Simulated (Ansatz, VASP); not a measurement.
## One calculation of Be16CO, two programs

File INCAR:

```
SYSTEM = Be16CO
PREC = Accurate
ENCUT = 520
EDIFF = 1E-7
ISMEAR = 0
SIGMA = 0.1
LREAL = Auto
LASPH = .True.
NELM = 80
ALGO = Normal
ISIF = 2
LWAVE = .False.
LCHARG = .False.
LDIPOL = .True.
IDIPOL = 3
DIPOL = 0.5 0.5 0.314
GGA = PE
NBANDS = 36
```

Contents of KPOINTS:

```
regular mesh
0
Gamma
  6 6 1
  0 0 0
```

POSCAR

```
Be16CO
1.0
    4.5254381410      0.0000000000      0.0000000000
   -2.2627190705      3.9191443934      0.0000000000
    0.0000000000      0.0000000000     23.4761687145
Be C O
16 1 1
Direct
    0.3333333333      0.1666666667      0.1703855535
    0.3333333333      0.6666666667      0.1703855535
    0.8333333333      0.1666666667      0.1703855535
    0.8333333333      0.6666666667      0.1703855535
    0.1666666667      0.3333333333      0.2463521558
    0.1666666667      0.8333333333      0.2463521558
    0.6666666667      0.3333333333      0.2463521558
    0.6666666667      0.8333333333      0.2463521558
    0.3333333333      0.1666666667      0.3241941575
    0.3333333333      0.6666666667      0.3241941575
    0.8333333333      0.1666666667      0.3241941575
    0.8333333333      0.6666666667      0.3241941575
    0.1666666667      0.3333333333      0.4036505628
    0.1666666667      0.8333333333      0.4036505628
    0.6666666667      0.3333333333      0.4036505628
    0.6666666667      0.8333333333      0.4036505628
    0.1666666667      0.3333333333      0.5088636421
    0.1666666667      0.3333333333      0.5582754526
```

Input for Ansatz:

```yaml
crystal:
  lattice:
    - [4.525438141, 0.0, 0.0]
    - [-2.2627190705, 3.9191443934, 0.0]
    - [0.0, 0.0, 23.4761687145]
  atoms:
    - { symbol: Be, position: [0.3333333333, 0.1666666667, 0.1703855535] }
    - { symbol: Be, position: [0.3333333333, 0.6666666667, 0.1703855535] }
    - { symbol: Be, position: [0.8333333333, 0.1666666667, 0.1703855535] }
    - { symbol: Be, position: [0.8333333333, 0.6666666667, 0.1703855535] }
    - { symbol: Be, position: [0.1666666667, 0.3333333333, 0.2463521558] }
    - { symbol: Be, position: [0.1666666667, 0.8333333333, 0.2463521558] }
    - { symbol: Be, position: [0.6666666667, 0.3333333333, 0.2463521558] }
    - { symbol: Be, position: [0.6666666667, 0.8333333333, 0.2463521558] }
    - { symbol: Be, position: [0.3333333333, 0.1666666667, 0.3241941575] }
    - { symbol: Be, position: [0.3333333333, 0.6666666667, 0.3241941575] }
    - { symbol: Be, position: [0.8333333333, 0.1666666667, 0.3241941575] }
    - { symbol: Be, position: [0.8333333333, 0.6666666667, 0.3241941575] }
    - { symbol: Be, position: [0.1666666667, 0.3333333333, 0.4036505628] }
    - { symbol: Be, position: [0.1666666667, 0.8333333333, 0.4036505628] }
    - { symbol: Be, position: [0.6666666667, 0.3333333333, 0.4036505628] }
    - { symbol: Be, position: [0.6666666667, 0.8333333333, 0.4036505628] }
    - { symbol: C, position: [0.1666666667, 0.3333333333, 0.5088636421] }
    - { symbol: O, position: [0.1666666667, 0.3333333333, 0.5582754526] }
basis:
  ecutwfc: 420
kpoints:
  mp_grid: { grid: [6, 6, 1] }
hamiltonian:
  xc: pbe
scf:
  occupations: { method: gaussian, width: 0.1 }
output:
  forces: true
  eigenvalues: true
  write_density: true
  write_potential: true
  elf: true
  volumetric_format: npy
efield:
  axis: 3
  dipole_correction: true
  ramp_width: 0.04
```

Alike in both runs: task single point; functional PBE; k mesh 6 × 6 × 1; occupations gaussian, width 0.1 eV; no spin polarisation.

```csv
,VASP,Ansatz
version,VASP 6.6.1,Ansatz 0.2.0
potentials or method,"VASP PAW PBE potentials, release 64 (Be, C, O), cutoff 520 eV","scalar-relativistic, plane waves, PAW"
valence electrons in the cell,42,42
```

Ansatz gave:

* gap on the k mesh at the Fermi level (eV): none
* rms of the force components (eV/Å): 0.406

Task: Estimate VASP's values.

Result: gap on the k mesh at the Fermi level (eV): none; rms of the force components (eV/Å): 0.277.

Atom by atom the forces differ by 0.152 eV/Å (rms over components). A gap of «none» marks a metal or a gap that the smearing closes. With one functional, cell and mesh, what is left measures potentials, basis and numerics. Ansatz's warnings: xc potential rough in thin density.

Noted on VASP's run: the standard files for N, O and F lose accuracy on very short bonds.
